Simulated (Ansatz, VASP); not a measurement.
**One calculation of BeCd2Se3, two programs**

```
CELL_PARAMETERS angstrom
3.70873 0.00000 0.00000
0.00000 3.70873 0.00000
0.00000 0.00000 11.49432
ATOMIC_POSITIONS crystal
Be 0.00000 0.00000 0.00000
Cd 0.50000 0.00000 0.40736
Cd 0.00000 0.50000 0.59264
Se 0.50000 0.00000 0.65650
Se 0.00000 0.50000 0.34350
Se 0.50000 0.50000 0.00000
```

Change from the starting cell: species swapped into the Ti2CuSb3 type (P-4m2, No. 115).

Alike in both runs: functional PBE; k mesh 4 × 4 × 2; occupations gaussian, width 0.1 eV; no spin polarisation.

Ansatz relaxed the structure, and its values are those at the end. VASP's run is a single point on that final structure, the one shown.

|  | VASP | Ansatz |
| --- | --- | --- |
| version | VASP 6.6.1 | Ansatz 0.2.0 |
| potentials or method | VASP PAW PBE potentials, release 64 (Be, Cd, Se), cutoff 520 eV | scalar-relativistic, plane waves, PAW |
| valence electrons in the cell | 44 | 90 |

```csv
,VASP,Ansatz,Ansatz less VASP
gap on the k mesh at the Fermi level (eV),none,none,-
pressure (GPa),0.3,0.0,-0.27
rms of the force components (eV/Å),0.017,0.004,-0.0134
```

A gap of «none» marks a metal or a gap that the smearing closes. VASP's potentials hold 44 valence electrons a cell and Ansatz's 90, so a difference there can come from the potentials and not from the codes.

The k mesh is coarse, so the values compare programs but aren't converged.
